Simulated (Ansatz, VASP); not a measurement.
MgSe: VASP beside Ansatz

The input POSCAR:

```
MgSe
1.0
    0.0000000000      2.7254991651      2.7254991651
    2.7254991651      0.0000000000      2.7254991651
    2.7254991651      2.7254991651      0.0000000000
Mg Se
1 1
Direct
    0.0000000000      0.0000000000      0.0000000000
    0.5000000000      0.5000000000      0.5000000000
```

INCAR.step1

```
SYSTEM = MgSe
  ALGO = Normal
  EDIFF = 1E-5
  ENCUT = 520
  GGA = PE
  GGA_COMPAT = .False.
  ISIF = 2
  ISMEAR = 0
  LASPH = .True.
  LCHARG = .False.
  LREAL = .False.
  LWAVE = .True.
  NBANDS = 11
  NELM = 120
  PREC = Accurate
  SIGMA = 0.05
```

File INCAR.step2:

```
SYSTEM = MgSe
  AEXX = 0.25
  ALGO = Normal
  EDIFF = 1E-6
  ENCUT = 520
  GGA = PE
  GGA_COMPAT = .False.
  HFSCREEN = 0.1
  ISIF = 2
  ISMEAR = 0
  ISTART = 1
  LASPH = .True.
  LCHARG = .False.
  LHFCALC = .True.
  LREAL = .False.
  LWAVE = .False.
  NBANDS = 11
  NELM = 120
  PREC = Accurate
  PRECFOCK = Normal
  SIGMA = 0.05
```

KPOINTS

```
k-points
0
Gamma
  4 4 4
  0 0 0
```

Input for Ansatz:

```yaml
crystal:
  lattice:
    - [0.0, 2.7254991651, 2.7254991651]
    - [2.7254991651, 0.0, 2.7254991651]
    - [2.7254991651, 2.7254991651, 0.0]
  atoms:
    - { symbol: Mg, position: [0.0, 0.0, 0.0] }
    - { symbol: Se, position: [0.5, 0.5, 0.5] }
basis:
  ecutwfc: 420
  ecutrho_ratio: 4
kpoints:
  mp_grid: { grid: [4, 4, 4] }
hamiltonian:
  xc: { preset: hse06, exx: { coeff: 0.25, omega: 0.1 } }
scf:
  occupations: { method: gaussian, width: 0.05 }
  n_extra_bands: 9
output:
  forces: true
  stress: true
  eigenvalues: true
  populations: true
  dos: { projected: true, de: 0.02 }
```

Alike in both runs: task single point; functional PBE-based screened hybrid; k mesh 4 × 4 × 4; occupations gaussian, width 0.05 eV; no spin polarisation.

|  | VASP | Ansatz |
| --- | --- | --- |
| version | VASP 6.6.1 | Ansatz 0.2.0 |
| potentials or method | VASP PAW PBE potentials, release 64 (Mg, Se), cutoff 520 eV | scalar-relativistic, plane waves, PAW |
| valence electrons in the cell | 8 | 26 |

Ansatz gave:

```
gap on the k mesh at the Fermi level (eV) : 3.00
least direct gap on the mesh (eV)         : 3.94
pressure (GPa)                            : 0.8
```

Q: What did VASP give for the same quantities?

A: gap on the k mesh at the Fermi level (eV): 2.99; least direct gap on the mesh (eV): 3.94; pressure (GPa): 0.4.

VASP's potentials were made for PBE, not for PBE-based screened hybrid. VASP's potentials hold 8 valence electrons a cell and Ansatz's 26, so a difference there can come from the potentials and not from the codes. Ansatz's warnings: stress exchange threshold loose, stress scf threshold loose.

The k mesh is coarse, so the values compare programs but aren't converged.
